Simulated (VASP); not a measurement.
# K2S (Fm-3m) in VASP: a series of runs

Aim: see how the results for K2S move with the level of theory and the settings. Levels: PBE, r2SCAN. Tasks: single point.

All numbers are computed with VASP 6.6.1; they aren't measurements. Logs are shortened: lines on timing, memory, paths and dates and some standing lists are left out, and cuts for length are marked.

## Step 1: The cell of the first run

It takes space group Fm-3m (No. 225, cubic). The conventional cell has a = 7.207 Å, b = 7.207 Å, c = 7.207 Å, α = 90.00°, β = 90.00°, γ = 90.00°. Within 4.1 Å of K (site symmetry -43m) lie 4 S at 3.12 Å and 6 K at 3.60 Å. Within 4.1 Å of S (site symmetry m-3m) lie 8 K at 3.12 Å.

## Step 2: Single point, PBE (strain -2.7%)

File INCAR:

```
SYSTEM = K2S
PREC = Accurate
ENCUT = 500
EDIFF = 1E-6
ISMEAR = -1
SIGMA = 0.02
LREAL = .FALSE.
LASPH = .TRUE.
NELM = 120
ALGO = Normal
ISIF = 2
LWAVE = .FALSE.
LCHARG = .FALSE.
GGA = PE
NBANDS = 19
GGA_COMPAT = .FALSE.
```

File KPOINTS:

```
regular mesh
0
G
  6 6 6
  0 0 0
```

File POSCAR:

```
K2S
1.0
    0.0000000000      3.6034858300      3.6034858300
    3.6034858300      0.0000000000      3.6034858300
    3.6034858300      3.6034858300      0.0000000000
K S
2 1
Direct
    0.2500000000      0.2500000000      0.2500000000
    0.7500000000      0.7500000000      0.7500000000
    0.0000000000      0.0000000000      0.0000000000
```

Potentials or basis: VASP PAW PBE potentials, release 64 (K_sv, S).

Started as:

```
$ cat potpaw_PBE.64/K_sv/POTCAR potpaw_PBE.64/S/POTCAR > POTCAR
$ mpirun -np 1 vasp_std > vasp.out
```

OUTCAR:

```text
SYSTEM = K2S
   PREC = Accurate
   ENCUT = 500
   EDIFF = 1E-6
   ISMEAR = -1
   LREAL = .FALSE.
   LASPH = .TRUE.
   NELM = 120
   ISIF = 2
   GGA = PE

 ion  position               nearest neighbor table
   1  0.250  0.250  0.250-   3 3.12   3 3.12   3 3.12   3 3.12   2 3.60   2 3.60   2 3.60   2 3.60
                             2 3.60   2 3.60
   2  0.750  0.750  0.750-   3 3.12   3 3.12   3 3.12   3 3.12   1 3.60   1 3.60   1 3.60   1 3.60
                             1 3.60   1 3.60
   3  0.000  0.000  0.000-   2 3.12   2 3.12   2 3.12   1 3.12   1 3.12   1 3.12   2 3.12   1 3.12

  LATTYP: Found a face centered cubic cell.
 ALAT       =     7.2069716600

  Lattice vectors:

 A1 = (   0.0000000000,   3.6034858300,   3.6034858300)
 A2 = (   3.6034858300,   0.0000000000,   3.6034858300)
 A3 = (   3.6034858300,   3.6034858300,   0.0000000000)

Analysis of symmetry for initial positions (statically):
=====================================================================
 Subroutine PRICEL returns:
 Original cell was already a primitive cell.

 Routine SETGRP: Setting up the symmetry group for a
 face centered cubic supercell.

 Subroutine GETGRP returns: Found 48 space group operations
 (whereof 48 operations were pure point group operations)
 out of a pool of 48 trial point group operations.

The static configuration has the point symmetry O_h .

Analysis of symmetry for dynamics (positions and initial velocities):
=====================================================================
 Subroutine PRICEL returns:
 Original cell was already a primitive cell.

 Routine SETGRP: Setting up the symmetry group for a
 face centered cubic supercell.

 Subroutine GETGRP returns: Found 48 space group operations
 (whereof 48 operations were pure point group operations)
 out of a pool of 48 trial point group operations.

The dynamic configuration has the point symmetry O_h .

 Subroutine INISYM returns: Found 48 space group operations
 (whereof 48 operations are pure point group operations),
 and found     1 'primitive' translations

----------------------------------------------------------------------------------------

                                     Primitive cell

  volume of cell :      93.5833

  direct lattice vectors                    reciprocal lattice vectors
     0.000000000  3.603485830  3.603485830    -0.138754535  0.138754535  0.138754535
     3.603485830  0.000000000  3.603485830     0.138754535 -0.138754535  0.138754535
     3.603485830  3.603485830  0.000000000     0.138754535  0.138754535 -0.138754535

[... 76 lines left out ...]
   EDIFF  = 0.1E-05   stopping-criterion for ELM
   LREAL  =      F    real-space projection
   EDIFFG = 0.1E-04   stopping-criterion for IOM
   NSW    =      0    number of steps for IOM
   IBRION =     -1    ionic relax: 0-MD 1-quasi-New 2-CG
   NFREE  =      0    steps in history (QN), initial steepest desc. (CG)
   ISIF   =      2    stress and relaxation
   ISYM   =      2    0-nonsym 1-usesym 2-fastsym
   POTIM  = 0.5000    time-step for ionic-motion
   TEBEG  =    0.0;   TEEND  =   0.0 temperature during run
   PSTRESS=    0.0 pullay stress
   NELECT =      24.0000    total number of electrons
   NUPDOWN=      -1.0000    fix difference up-down
   EMIN   =  10.00;   EMAX   =-10.00  energy-range for DOS
   EFERMI =   0.00;   METHOD = LEGACY
   ISMEAR =    -1;   SIGMA  =   0.02  broadening in eV -4-tet -1-fermi 0-gaus
   EFERMI_NEDOS =   21; number of points for ismear=-14 and -15
   IALGO  =     38    algorithm
   IMIX   =      4    mixing-type and parameters
     AMIX     =   0.40;   BMIX     =  1.00
     AMIX_MAG =   1.60;   BMIX_MAG =  1.00
  volume/ion in A,a.u.               =      31.19       210.51
  Fermi-wavevector in a.u.,A,eV,Ry     =   1.040110  1.965522 14.719163  1.081828
  Thomas-Fermi vector in A             =   2.174670
   LORBIT       =      0    0 simple, 1 ext, 2 COOP (PROOUT), +10 PAW based schemes
   GGA     = PE    functional components
   LHFCALC =     F    Hartree Fock is set to
   AEXX    =    0.0000 exact exchange contribution
   IVDW    =     0    specifies the selected vdW correction
   LEPSILON=     F    determine dielectric tensor
   LRPA    =     F    only Hartree local field effects (RPA)
 non-spin polarized calculation
  energy-cutoff  :      500.00
  volume of cell :       93.58
 maximum number of plane-waves:      2421
 NGX is ok and might be reduce to    40
   NGX = 19   NGY = 19   NGZ = 19

 number of electron      24.0000003 magnetization

 Free energy of the ion-electron system (eV)
  ---------------------------------------------------
  ext. energy  EPLUGINS =         0.00000000
  ---------------------------------------------------
  free energy    TOTEN  =        -9.34540649 eV

  energy without entropy =       -9.34540649  energy(sigma->0) =       -9.34540649

 E-fermi :   0.5074     XC(G=0):  -7.6412

 val. band max:       -0.0541194283   @ k =   0.5000   0.5000   0.0000
 cond. band min:       2.5351798576   @ k =   0.0000   0.0000   0.0000
 fundamental gap:      2.5892992859
 Fermi energy:         0.5074152821

 k-point     1 :       0.0000    0.0000    0.0000
  band No.  band energies     occupation
      1     -29.1346      2.00000
      2     -29.0213      2.00000
      3     -12.7560      2.00000
      4     -12.7560      2.00000
      5     -12.7560      2.00000
      6     -12.4598      2.00000
[... 329 lines left out ...]
      6     -12.5225      2.00000
[... 11 lines left out ...]
     18       7.7347      0.00000
     19       8.2967      0.00000

------------------------ aborting loop because EDIFF is reached ----------------------------------------

  FORCE on cell =-STRESS in cart. coord.  units (eV):
  Direction    XX          YY          ZZ          XY          YZ          ZX
  --------------------------------------------------------------------------------------
  -------------------------------------------------------------------------------------
  Total        1.4368430      1.4368430      1.4368430      0.0000000      0.0000000      0.0000000
  in kB       24.5992260     24.5992260     24.5992260      0.0000000      0.0000000      0.0000000
  external PRESSURE =      24.5992260 kB  Pullay stress =       0.0000000 kB

 VOLUME and BASIS-vectors are now :
 -----------------------------------------------------------------------------
  energy-cutoff  :      500.00
  volume of cell :       93.58
      direct lattice vectors                 reciprocal lattice vectors
     0.000000000  3.603485830  3.603485830    -0.138754535  0.138754535  0.138754535
     3.603485830  0.000000000  3.603485830     0.138754535 -0.138754535  0.138754535
     3.603485830  3.603485830  0.000000000     0.138754535  0.138754535 -0.138754535

 POSITION                                       TOTAL-FORCE (eV/Angst)
 -----------------------------------------------------------------------------------
      1.80174      1.80174      1.80174         0.000000      0.000000      0.000000
      5.40523      5.40523      5.40523        -0.000000     -0.000000     -0.000000
      0.00000      0.00000      0.00000        -0.000000      0.000000     -0.000000
 -----------------------------------------------------------------------------------
    total drift:                               -0.000000     -0.000000      0.000000

  FREE ENERGIE OF THE ION-ELECTRON SYSTEM (eV)
  ---------------------------------------------------
  free  energy   TOTEN  =        -9.3454064909 eV

  energy  without entropy=       -9.3454064909  energy(sigma->0) =       -9.34540649
```

stdout:

```text
POSCAR found type information on POSCAR K S
 POSCAR found :  2 types and       3 ions
 scaLAPACK will be used
 LDA part: xc-table for (Slater+PW92), standard interpolation
 POSCAR, INCAR and KPOINTS ok, starting setup
 FFT: planning ... GRIDC
 FFT: planning ... GRID_SOFT
 FFT: planning ... GRID
 WAVECAR not read
 entering main loop
```

Run time: 14 s. Hardware: 1 thread of Intel Xeon 6975P-C (Granite Rapids), shared host; peak memory 0.23 GiB.

What came out:

| Quantity | Value |
| --- | --- |
| Free energy | -9.3454 eV |
| Pressure | 2.5 GPa |
| Band gap on the k mesh | 2.59 eV (least direct gap 2.87 eV) |

Caveat: the cell differs from its parent crystal (strain -2.7%).

## Step 3: Single point, PBE

This run uses another cell than the first one, of 33.84 Å³/atom.

File INCAR:

```
SYSTEM = K2S
PREC = Accurate
ENCUT = 500
EDIFF = 1E-6
ISMEAR = -1
SIGMA = 0.02
LREAL = .False.
LASPH = .True.
NELM = 120
ALGO = Normal
ISIF = 2
LWAVE = .False.
LCHARG = .False.
GGA = PE
NBANDS = 19
GGA_COMPAT = .False.
```

File KPOINTS:

```
Automatic mesh
0
Gamma
  6 6 6
  0 0 0
```

File POSCAR:

```
K2S
1.0
    0.0000000000      3.7027186909      3.7027186909
    3.7027186909      0.0000000000      3.7027186909
    3.7027186909      3.7027186909      0.0000000000
K S
2 1
Direct
    0.2500000000      0.2500000000      0.2500000000
    0.7500000000      0.7500000000      0.7500000000
    0.0000000000      0.0000000000      0.0000000000
```

Potentials or basis: VASP PAW PBE potentials, release 64 (K_sv, S).

Started as:

```
$ cat potpaw_PBE.64/K_sv/POTCAR potpaw_PBE.64/S/POTCAR > POTCAR
$ mpirun -np 1 vasp_std > vasp.out
```

Wall time 16 s (1 thread of Intel Xeon 6975P-C (Granite Rapids), shared host); peak memory 0.23 GiB.

The run converged. Its results:

```yaml
Free_energy: -9.4166 eV
Pressure: 0.5 GPa
Band_gap_on_the_k_mesh: 2.38 eV (least direct gap 2.57 eV)
```

Levels at points of the mesh, in eV from the valence-band top:
```
           k point  band 9  band 10  band 11  band 12  band 13  band 14  band 15  band 16
(0.00, 0.00, 0.00)   -9.61    -0.19    -0.19    -0.19     2.38     5.46     5.46     7.47
(0.50, 0.00, 0.00)   -9.42    -0.62    -0.07    -0.07     4.72     5.02     5.82     5.82
(0.50, 0.50, 0.00)   -9.37    -0.74     0.00     0.00     3.51     5.29     6.59     6.62
```

## Step 4: Single point, PBE (strain +3.0%)

File INCAR:

```
SYSTEM = K2S
PREC = Accurate ; ENCUT = 500
EDIFF = 1E-6 ; ISMEAR = -1
SIGMA = 0.02 ; LREAL = .False.
LASPH = .True. ; NELM = 120
ALGO = Normal ; ISIF = 2
LWAVE = .False. ; LCHARG = .False.
GGA = PE ; NBANDS = 19
GGA_COMPAT = .False.
```

KPOINTS is that of step 3.

File POSCAR:

```
K2S
1.0
    0.0000000000      3.8119488923      3.8119488923
    3.8119488923      0.0000000000      3.8119488923
    3.8119488923      3.8119488923      0.0000000000
K S
2 1
Direct
    0.2500000000      0.2500000000      0.2500000000
    0.7500000000      0.7500000000      0.7500000000
    0.0000000000      0.0000000000      0.0000000000
```

Started as:

```
$ cat potpaw_PBE.64/K_sv/POTCAR potpaw_PBE.64/S/POTCAR > POTCAR
$ mpirun -np 1 vasp_std > vasp.out
```

Wall time 14 s (1 thread of Intel Xeon 6975P-C (Granite Rapids), shared host); peak memory 0.23 GiB.

The run converged. Its results:

| Property | Result |
| --- | --- |
| Free energy | -9.3999 eV |
| Pressure | -1.0 GPa |
| Band gap on the k mesh | 2.16 eV (least direct gap 2.29 eV) |

Levels at points of the mesh, in eV from the valence-band top:
| k point | band 9 | band 10 | band 11 | band 12 | band 13 | band 14 | band 15 | band 16 |
| --- | --- | --- | --- | --- | --- | --- | --- | --- |
| (0.00, 0.00, 0.00) | -9.55 | -0.12 | -0.12 | -0.12 | 2.16 | 5.43 | 5.43 | 7.17 |
| (0.50, 0.00, 0.00) | -9.41 | -0.57 | -0.03 | -0.03 | 4.54 | 4.62 | 5.68 | 5.68 |
| (0.50, 0.50, 0.00) | -9.38 | -0.66 | 0.00 | 0.00 | 3.47 | 5.11 | 6.15 | 6.49 |

Caveat: the cell differs from its parent crystal (strain +3.0%).

## Step 5: Single point, r2SCAN (strain -2.7%)

File POSCAR:

```
K2S
1.0
    0.0000000000      3.6034858300      3.6034858300
    3.6034858300      0.0000000000      3.6034858300
    3.6034858300      3.6034858300      0.0000000000
K S
2 1
Direct
    0.2500000000      0.2500000000      0.2500000000
    0.7500000000      0.7500000000      0.7500000000
    0.0000000000      0.0000000000      0.0000000000
```

File INCAR.step1:

```
SYSTEM = K2S
PREC = Accurate
ENCUT = 550
ISMEAR = 0
SIGMA = 0.01
LREAL = .False.
LASPH = .True.
NELM = 120
NBANDS = 19
GGA = PE
ALGO = Normal
EDIFF = 1E-5
LWAVE = .True.
LCHARG = .False.
GGA_COMPAT = .False.
```

File INCAR.step2:

```
SYSTEM = K2S
PREC = Accurate
ENCUT = 550
EDIFF = 1E-6
ISMEAR = 0
SIGMA = 0.01
LREAL = .False.
LASPH = .True.
NELM = 120
ALGO = Normal
ISIF = 2
LWAVE = .False.
LCHARG = .True.
METAGGA = R2SCAN
LMIXTAU = .True.
LELF = .True.
LVHAR = .True.
NBANDS = 19
ISTART = 1
GGA_COMPAT = .False.
```

File KPOINTS:

```
regular mesh
0
Gamma
  6 6 6
  0 0 0
```

Started as:

```
$ cat potpaw_PBE.64/K_sv/POTCAR potpaw_PBE.64/S/POTCAR > POTCAR
$ cp INCAR.step1 INCAR
$ mpirun -np 1 vasp_std > vasp.out
$ cp INCAR.step2 INCAR
$ mpirun -np 1 vasp_std > vasp.out
```

Wall time 62 s (1 thread of Intel Xeon 6975P-C (Granite Rapids), shared host); peak memory 0.26 GiB.

The run converged. Its results:

```
Free energy            : -23.7647 eV
Pressure               : 2.0 GPa
Band gap on the k mesh : 2.96 eV (least direct gap 3.24 eV)
```

Levels at points of the mesh, in eV from the valence-band top:
| k point | band 8 | band 9 | band 10 | band 11 | band 12 | band 13 | band 14 | band 15 | band 16 | band 17 |
| --- | --- | --- | --- | --- | --- | --- | --- | --- | --- | --- |
| (0.00, 0.00, 0.00) | -12.87 | -10.12 | -0.28 | -0.28 | -0.28 | 2.96 | 5.95 | 5.95 | 8.28 | 8.28 |
| (0.50, 0.00, 0.00) | -13.02 | -9.84 | -0.65 | -0.11 | -0.11 | 5.10 | 6.01 | 6.37 | 6.37 | 8.37 |
| (0.50, 0.50, 0.00) | -12.78 | -9.78 | -0.80 | 0.00 | 0.00 | 3.73 | 6.05 | 7.29 | 7.61 | 8.40 |

Caveat: the cell differs from its parent crystal (strain -2.7%); the PAW data sets were made with another functional, which shifts forces and pressure a little.

## Step 6: Single point, r2SCAN

This run uses another cell than the first one, of 33.84 Å³/atom.

File POSCAR:

```
K2S
1.0
    0.0000000000      3.7027186909      3.7027186909
    3.7027186909      0.0000000000      3.7027186909
    3.7027186909      3.7027186909      0.0000000000
K S
2 1
Direct
    0.2500000000      0.2500000000      0.2500000000
    0.7500000000      0.7500000000      0.7500000000
    0.0000000000      0.0000000000      0.0000000000
```

INCAR.step1 is that of step 5.

INCAR.step2, as its differences from that of step 5:

```diff
@@ -12,7 +12,5 @@
 LWAVE = .False.
-LCHARG = .True.
+LCHARG = .False.
 METAGGA = R2SCAN
 LMIXTAU = .True.
-LELF = .True.
-LVHAR = .True.
 NBANDS = 19
```

File KPOINTS:

```
Automatic mesh
0
Gamma
  6 6 6
  0 0 0
```

Potentials or basis: VASP PAW PBE potentials, release 64 (K_sv, S).

Started as:

```
$ cat potpaw_PBE.64/K_sv/POTCAR potpaw_PBE.64/S/POTCAR > POTCAR
$ cp INCAR.step1 INCAR
$ mpirun -np 1 vasp_std > vasp.out
$ cp INCAR.step2 INCAR
$ mpirun -np 1 vasp_std > vasp.out
```

OUTCAR:

```text
SYSTEM = K2S
   PREC = Accurate
   ENCUT = 550
   EDIFF = 1E-6
   ISMEAR = 0
   LREAL = .False.
   LASPH = .True.
   NELM = 120
   ISIF = 2
   METAGGA = R2SCAN
   ISTART = 1

 ion  position               nearest neighbor table
   1  0.250  0.250  0.250-   3 3.21   3 3.21   3 3.21   3 3.21   2 3.70   2 3.70   2 3.70   2 3.70
                             2 3.70   2 3.70
   2  0.750  0.750  0.750-   3 3.21   3 3.21   3 3.21   3 3.21   1 3.70   1 3.70   1 3.70   1 3.70
                             1 3.70   1 3.70
   3  0.000  0.000  0.000-   1 3.21   2 3.21   2 3.21   2 3.21   2 3.21   1 3.21   1 3.21   1 3.21

[... 538 lines left out ...]
  Direction    XX          YY          ZZ          XY          YZ          ZX
  --------------------------------------------------------------------------------------
  -------------------------------------------------------------------------------------
  Total        0.0125024      0.0125024      0.0125024      0.0000000      0.0000000     -0.0000000
  in kB        0.1972929      0.1972929      0.1972929      0.0000000      0.0000000     -0.0000000
  external PRESSURE =       0.1972929 kB  Pullay stress =       0.0000000 kB

 VOLUME and BASIS-vectors are now :
 -----------------------------------------------------------------------------
  energy-cutoff  :      550.00
  volume of cell :      101.53
      direct lattice vectors                 reciprocal lattice vectors
     0.000000000  3.702718691  3.702718691    -0.135035913  0.135035913  0.135035913
     3.702718691  0.000000000  3.702718691     0.135035913 -0.135035913  0.135035913
     3.702718691  3.702718691  0.000000000     0.135035913  0.135035913 -0.135035913

 POSITION                                       TOTAL-FORCE (eV/Angst)
 -----------------------------------------------------------------------------------
      1.85136      1.85136      1.85136         0.000000      0.000000      0.000000
      5.55408      5.55408      5.55408        -0.000000     -0.000000     -0.000000
      0.00000      0.00000      0.00000        -0.000000      0.000000      0.000000
 -----------------------------------------------------------------------------------
    total drift:                               -0.000000     -0.000000      0.000000

  FREE ENERGIE OF THE ION-ELECTRON SYSTEM (eV)
  ---------------------------------------------------
  free  energy   TOTEN  =       -23.8136484007 eV

  energy  without entropy=      -23.8136484007  energy(sigma->0) =      -23.81364840
```

OUTCAR.step1:

```text
SYSTEM = K2S
   PREC = Accurate
   ENCUT = 550
   ISMEAR = 0
   LREAL = .False.
   LASPH = .True.
   NELM = 120
[... 566 lines left out ...]
      1.85136      1.85136      1.85136         0.000000      0.000000      0.000000
      5.55408      5.55408      5.55408        -0.000000     -0.000000      0.000000
      0.00000      0.00000      0.00000        -0.000000      0.000000     -0.000000
 -----------------------------------------------------------------------------------
    total drift:                               -0.000000     -0.000000      0.000000

  FREE ENERGIE OF THE ION-ELECTRON SYSTEM (eV)
  ---------------------------------------------------
  free  energy   TOTEN  =        -9.4168679934 eV

  energy  without entropy=       -9.4168679934  energy(sigma->0) =       -9.41686799
```

Wall time 61 s (1 thread of Intel Xeon 6975P-C (Granite Rapids), shared host); peak memory 0.26 GiB.

Results:

* Free energy: -23.8136 eV
* Pressure: 0.0 GPa
* Band gap on the k mesh: 2.76 eV (least direct gap 2.95 eV)

Caveat: the PAW data sets were made with another functional, which shifts forces and pressure a little. A k mesh can miss the band edges.

## Step 7: Summary

```tsv
level	cell	cutoff (eV)	smearing	gap on the mesh (eV)	pressure (GPa)
PBE	a = 5.096 Å, angles 60.0°, 3 atoms	500	fermi-dirac 0.02 eV	2.59	2.5
PBE	a = 5.236 Å, angles 60.0°, 3 atoms	500	fermi-dirac 0.02 eV	2.38	0.5
PBE	a = 5.391 Å, angles 60.0°, 3 atoms	500	fermi-dirac 0.02 eV	2.16	-1.0
r2SCAN	a = 5.096 Å, angles 60.0°, 3 atoms	550	gaussian 0.01 eV	2.96	2.0
r2SCAN	a = 5.236 Å, angles 60.0°, 3 atoms	550	gaussian 0.01 eV	2.76	0.0
```

Alike in all rows: task single point; potentials or basis VASP PAW PBE potentials, release 64 (K_sv, S); no spin polarisation; k mesh 6 × 6 × 6.

Caveats: the PAW data sets were made with another functional, which shifts forces and pressure a little (at least some runs).

Total energies depend on the potentials used, so only differences within one code and one set of settings carry meaning.
